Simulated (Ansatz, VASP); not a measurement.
BeGeSb2: VASP beside Ansatz

```
Be Sb Ge
1.0
     4.17452    0.00000    0.00000
     0.00000    4.17452    0.00000
     0.00000    0.00000    5.83469
Be Sb Ge
1 2 1
Direct
  0.00000 0.00000 0.00000
  0.00000 0.50000 0.21944
  0.50000 0.00000 0.78056
  0.50000 0.50000 0.50000
```

Alike in both runs: task single point; functional r2SCAN; k mesh 6 × 6 × 4; occupations fermi-dirac, width 0.02 eV; no spin polarisation.

```csv
,VASP,Ansatz
version,VASP 6.6.1,Ansatz 0.2.0
potentials or method,"VASP PAW PBE potentials, release 64 (Be, Sb, Ge_d)","plane waves, PAW"
plane-wave cutoff (eV),520,500
valence electrons in the cell,26,46
```

```csv
,VASP,Ansatz,Ansatz less VASP
pressure (GPa),0.2,0.0,-0.21
rms of the force components (eV/Å),0.005,0.002,-0.0034
```

VASP's potentials were made for PBE, not for r2SCAN. VASP's potentials hold 26 valence electrons a cell and Ansatz's 46, so a difference there can come from the potentials and not from the codes.

Neither program's run includes spin-orbit coupling.
